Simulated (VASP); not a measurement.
# MoP: relaxation of cell and atoms with PBEsol

Crystal: MoP.

```
CELL_PARAMETERS angstrom
3.22300 0.00000 0.00000
-1.61150 2.79120 0.00000
0.00000 0.00000 3.19100
ATOMIC_POSITIONS crystal
Mo 0.00000 0.00000 0.00000
P 0.33333 0.66667 0.50000
```

```
Program                : VASP 6.6.1
Task                   : relaxation of cell and atoms
Functional             : PBEsol
Potentials or basis    : VASP PAW PBE potentials, release 64 (Mo_sv, P)
Cutoff                 : 500 eV
k mesh                 : 10 × 10 × 8
Occupations            : fermi-dirac, width 0.05 eV
Spin                   : no spin polarisation
Target pressure        : 30 GPa
Dipole correction      : no
Further INCAR settings : ALGO = Normal; EDIFF = 1e-07; IBRION = 2; EDIFFG = -0.005; NSW = 80; ISIF = 3
```

```yaml
Relaxed_volume: 12.76 Å³/atom
Relaxed_cell: a = 3.077 Å, b = 3.077 Å, c = 3.111 Å, α = 90.00°, β = 90.00°, γ = 120.00°
Space_group_after_relaxing_to_0.1_Å: P-6m2 (No. 187)
Energy_change_on_relaxing_the_run_minimises_the_enthalpy: +116.1 meV/atom
Ionic_steps: 11
Pressure_after_relaxing: 30.0 GPa
Band_gap_on_the_k_mesh: zero (an odd number of electrons rules out a gap without spin polarisation)
```

Step by step:
```csv
step,energy change (eV),largest force (eV/Å),pressure (GPa),volume (Å³)
1,0.0000,0.0000,-3.47,28.71
2,6.2451,0.0000,285.69,17.96
3,0.1507,0.0000,23.88,26.05
4,0.1994,0.0000,27.95,25.75
5,0.2251,0.0000,29.95,25.60
6,0.2370,0.0000,30.18,25.49
7,0.2339,0.0000,30.13,25.51
8,0.2343,0.0000,30.14,25.51
9,0.2282,0.0000,29.67,25.54
10,0.2326,0.0000,30.01,25.51
11,0.2323,0.0000,30.00,25.52
```

Final structure:
```
Mo P
1.0
     3.07737    0.00000    0.00000
    -1.53868    2.66508    0.00000
     0.00000    0.00000    3.11120
Mo P
1 1
Cartesian
  -1.5387 2.6651 0.0000
  0.0000 1.7767 1.5556
```

Levels at points of the mesh, in eV from the Fermi level:
| k point | band 6 | band 7 | band 8 | band 9 | band 10 | band 11 | band 12 | band 13 |
| --- | --- | --- | --- | --- | --- | --- | --- | --- |
| (0.00, 0.00, 0.00) | -5.01 | -3.60 | -3.60 | -0.80 | 0.33 | 0.33 | 4.73 | 4.73 |
| (0.50, 0.00, 0.00) | -7.96 | -4.62 | -4.49 | -1.09 | -0.57 | 2.12 | 3.06 | 5.00 |
| (0.00, 0.00, 0.50) | -8.54 | -2.91 | -2.91 | -1.99 | -1.99 | 1.31 | 3.25 | 3.25 |
| (0.50, 0.00, 0.50) | -6.72 | -5.74 | -4.87 | -1.14 | 1.86 | 2.06 | 4.13 | 5.93 |

It took 80 s on 1 thread of Intel(R) Xeon(R) Platinum 8375C CPU @ 2.90GHz (Ice Lake) (shared host), peak memory 0.16 GiB.

Caveat: the cell is relaxed towards a set pressure, so the run minimises the enthalpy, not the energy; the PAW data sets were made with another functional, which shifts forces and pressure a little; an odd number of electrons without spin polarisation forces a metal; a magnetic or distorted state may lie lower.
